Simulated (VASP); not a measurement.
Input of a VASP 6.6.1 run:

INCAR

```
SYSTEM = TlBr
PREC = Accurate
ENCUT = 500
EDIFF = 1E-7
ISMEAR = 0
SIGMA = 0.02
LREAL = .FALSE.
LASPH = .TRUE.
NELM = 120
ALGO = Normal
ISIF = 3
LWAVE = .FALSE.
LCHARG = .FALSE.
GGA = PE
IBRION = 2
NSW = 100
EDIFFG = -0.005
GGA_COMPAT = .FALSE.
NELMIN = 4
```

File KPOINTS:

```
Automatic mesh
0
G
  8 8 8
  0 0 0
```

The input POSCAR:

```
TlBr
1.0
    3.9700005710      0.0000000000      0.0000000000
    0.0000000000      3.9700005710      0.0000000000
    0.0000000000      0.0000000000      3.9700005710
Tl Br
1 1
Direct
    0.0000000000      0.0000000000      0.0000000000
    0.5000000000      0.5000000000      0.5000000000
```

Potentials or basis: VASP PAW PBE potentials, release 64 (Tl_d, Br).

The run is started by

```bash
$ cat potpaw_PBE.64/Tl_d/POTCAR potpaw_PBE.64/Br/POTCAR > POTCAR
$ mpirun -np 1 vasp_std > vasp.out
```

(1) Estimate the relaxed cell.

(2) What does it give for the relaxed volume?

(3) What does it give for the space group after relaxing (to 0.05 Å)?

(4) Estimate the band gap on the k mesh.

## Answers

(1) a = 4.050 Å, b = 4.050 Å, c = 4.050 Å, α = 90.00°, β = 90.00°, γ = 90.00°.

(2) 33.22 Å³/atom.

(3) Pm-3m (No. 221).

(4) 2.00 eV, direct.

Caveat: spin-orbit coupling is left out, which moves the levels of the heavy elements.
